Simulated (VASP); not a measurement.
Set up this calculation in VASP 6.6.1, as the native input.

```yaml
Task: single point
Functional: PBE
Potentials_or_basis: VASP PAW PBE potentials, release 64 (Ag, Cl, F)
Cutoff: 520 eV
k_mesh: 6 × 6 × 10
Occupations: gaussian, width 0.1 eV
Spin: no spin polarisation
Dipole_correction: no
Further_INCAR_settings: ALGO = Normal; EDIFF = 1e-06; NBANDS = 34
```

The structure of Ag2Cl3F lies in POSCAR:

```
Ag2Cl3F
1.0
    6.8446628939     -0.0000000033      0.0000000000
   -3.4223314441      5.9276519481      0.0000000000
    0.0000000000      0.0000000000      3.5138642611
Ag Cl F
2 3 1
Direct
    0.6666666667      0.3333333333      0.0000000000
    0.3333333333      0.6666666667      0.0000000000
    0.5000000000      0.0000000000      0.5000000000
    0.5000000000      0.5000000000      0.5000000000
    0.0000000000      0.5000000000      0.5000000000
    0.0000000000      0.0000000000      0.0000000000
```

These files were run (other wordings do the same):

INCAR

```
PREC     = Accurate       # precision mode
ENCUT    = 520            # plane-wave cutoff, eV
EDIFF    = 1E-6           # SCF threshold, eV
ISMEAR   = 0              # smearing method
SIGMA    = 0.1            # smearing width, eV
LREAL    = F              # projectors in reciprocal space
LASPH    = T              # aspherical terms in the spheres
NELM     = 100            # most SCF steps
ALGO     = Normal         # electronic algorithm
ISIF     = 2              # what is computed and relaxed
LWAVE    = F              # write WAVECAR
LCHARG   = T              # write CHGCAR
GGA      = PE             # functional
LELF     = T              # ELF
LVHAR    = T            
NBANDS   = 34             # bands
```

KPOINTS

```
Automatic mesh
0
Gamma
  6 6 10
```

Potentials or basis: VASP PAW PBE potentials, release 64 (Ag, Cl, F).

Run with:

```bash
$ cat potpaw_PBE.64/Ag/POTCAR potpaw_PBE.64/Cl/POTCAR potpaw_PBE.64/F/POTCAR > POTCAR
$ mpirun -np 1 vasp_std > vasp.out
```

It gave:

* Pressure: -0.1 GPa
* Band gap on the k mesh: zero (band 25 reaches 0.77 eV, above the bottom of band 26 at 0.13 eV)

Run time: 4.2 min on 1 thread of Intel(R) Xeon(R) Platinum 8488C (Sapphire Rapids), on a shared host, peak memory 0.37 GiB.
